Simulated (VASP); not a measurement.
# Sn: single point with PBEsol

Sn:

```
CELL_PARAMETERS angstrom
-1.89465 1.89465 1.89465
1.89465 -1.89465 1.89465
1.89465 1.89465 -1.89465
ATOMIC_POSITIONS crystal
Sn 0.00000 0.00000 0.00000
```

```json
{
 "Program": "VASP 6.6.1",
 "Task": "single point",
 "Functional": "PBEsol",
 "Potentials or basis": "VASP PAW PBE potentials, release 64 (Sn_d)",
 "Cutoff": "520 eV",
 "k mesh": "7 × 7 × 7",
 "Occupations": "gaussian, width 0.05 eV",
 "Spin": "no spin polarisation",
 "Dipole correction": "no",
 "Further INCAR settings": "ALGO = Normal; EDIFF = 1e-07; NBANDS = 13"
}
```

```yaml
Pressure: -1.9 GPa
Band_gap_on_the_k_mesh: zero (band 7 reaches 15.86 eV, above the bottom of band 8 at 5.81 eV)
```

Levels at points of the mesh, in eV from the Fermi level:
```csv
k point,band 3,band 4,band 5,band 6,band 7,band 8,band 9,band 10,band 11,band 12
"(0.00, 0.00, 0.00)",-21.77,-21.63,-21.63,-11.42,7.61,7.61,7.61,11.79,11.79,11.79
```

Run time: 3.3 s on 1 thread of Intel(R) Xeon(R) Platinum 8488C (Sapphire Rapids), with other jobs on the host, peak memory 0.13 GiB.

Caveat: the PAW data sets were made with another functional, which shifts forces and pressure a little; spin-orbit coupling is left out, which moves the levels of the heavy elements.
